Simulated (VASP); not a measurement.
A run of VASP 6.6.1:

INCAR

```
SYSTEM = CdTe
PREC = Accurate ; ENCUT = 520
EDIFF = 1E-7 ; ISMEAR = -1
SIGMA = 0.05 ; LREAL = .False.
LASPH = .True. ; NELM = 80
ALGO = Normal ; ISIF = 2
LWAVE = .False. ; LCHARG = .True.
GGA = CA ; LELF = .True.
LVHAR = .True. ; NBANDS = 16
```

The input KPOINTS:

```
regular mesh
0
Gamma
  12 12 12
  0 0 0
```

Contents of POSCAR:

```
CdTe
1.0
    0.0000000000      3.2036987384      3.2036987384
    3.2036987384      0.0000000000      3.2036987384
    3.2036987384      3.2036987384      0.0000000000
Cd Te
1 1
Direct
    0.0000000000      0.0000000000      0.0000000000
    0.2500000000      0.2500000000      0.2500000000
```

Potentials or basis: VASP PAW LDA potentials, release 64 (Cd, Te).

Command:

```console
$ cat potpaw_LDA.64/Cd/POTCAR potpaw_LDA.64/Te/POTCAR > POTCAR
$ mpirun -np 1 vasp_std > vasp.out
```

Hardware: 1 thread of Intel Xeon 8259CL, with other jobs on the host.

Problem. Estimate the wall time of this run.

Solution. Run time: 92 s on 1 thread of Intel Xeon 8259CL, with other jobs on the host, peak memory 0.22 GiB. Counts: scf iterations 13, k points 72.
